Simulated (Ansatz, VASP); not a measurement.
# Two plane-wave programs on Os

POSCAR

```
Os
1.0
    2.7393806551      0.0000000000      0.0000000000
   -1.3696903275      2.3723732379      0.0000000000
    0.0000000000      0.0000000000      4.3138178725
Os
2
Direct
    0.3333333333      0.6666666667      0.2500000000
    0.6666666667      0.3333333333      0.7500000000
```

Contents of INCAR.step1:

```
ALGO = Normal ; EDIFF = 1E-4
ENCUT = 520 ; GGA = PE
ISMEAR = 0 ; LASPH = T
LCHARG = F ; LREAL = F
LWAVE = T ; NBANDS = 15
NELM = 80 ; PREC = Accurate
SIGMA = 0.01
```

The input INCAR.step2:

```
ALGO = Normal ; EDIFF = 1E-6
ENCUT = 520 ; ISIF = 2
ISMEAR = 0 ; ISTART = 1
LASPH = T ; LCHARG = T
LELF = T ; LMIXTAU = T
LREAL = F ; LVHAR = T
LWAVE = F ; METAGGA = R2SCAN
NBANDS = 15 ; NELM = 80
PREC = Accurate ; SIGMA = 0.01
```

KPOINTS

```
k-points
0
Gamma
  13 13 7
```

Input for Ansatz:

```yaml
crystal:
  lattice:
    - [2.7393806551, 0.0, 0.0]
    - [-1.3696903275, 2.3723732379, 0.0]
    - [0.0, 0.0, 4.3138178725]
  atoms:
    - { symbol: Os, position: [0.3333333333, 0.6666666667, 0.25] }
    - { symbol: Os, position: [0.6666666667, 0.3333333333, 0.75] }
hamiltonian:
  xc: r2scan
  pseudopotentials:
    kind: paw
    azcp:
      Os: "pseudopotentials/Os.paw.azcp"
basis:
  ecutwfc: 500
  fft_grid_basis: typed
kpoints:
  mp_grid: { grid: [13, 13, 7], shift: [0, 0, 0] }
magnetization:
  spin_polarized: false
scf:
  occupations: { method: gaussian, width: 0.01 }
  lower_state_search: "off"
output:
  stress: true
```

Alike in both runs: task single point; functional r2SCAN; k mesh 13 × 13 × 7; occupations gaussian, width 0.01 eV; no spin polarisation.

```csv
,VASP,Ansatz
version,VASP 6.6.1,Ansatz 0.2.0
potentials or method,"VASP PAW PBE potentials, release 64 (Os), cutoff 520 eV","plane waves (500 eV) with PAW, scalar-relativistic"
valence electrons in the cell,16,32
```

|  | VASP | Ansatz | Ansatz less VASP |
| --- | --- | --- | --- |
| pressure (GPa) | 0.8 | -0.3 | -1.04 |
| traceless stress, the component that is largest in VASP (GPa) | -0.24 | -0.30 | -0.060 |

VASP's potentials were made for PBE, not for r2SCAN. VASP's potentials hold 16 valence electrons a cell and Ansatz's 32, so a difference there can come from the potentials and not from the codes.

Neither program's run includes spin-orbit coupling.
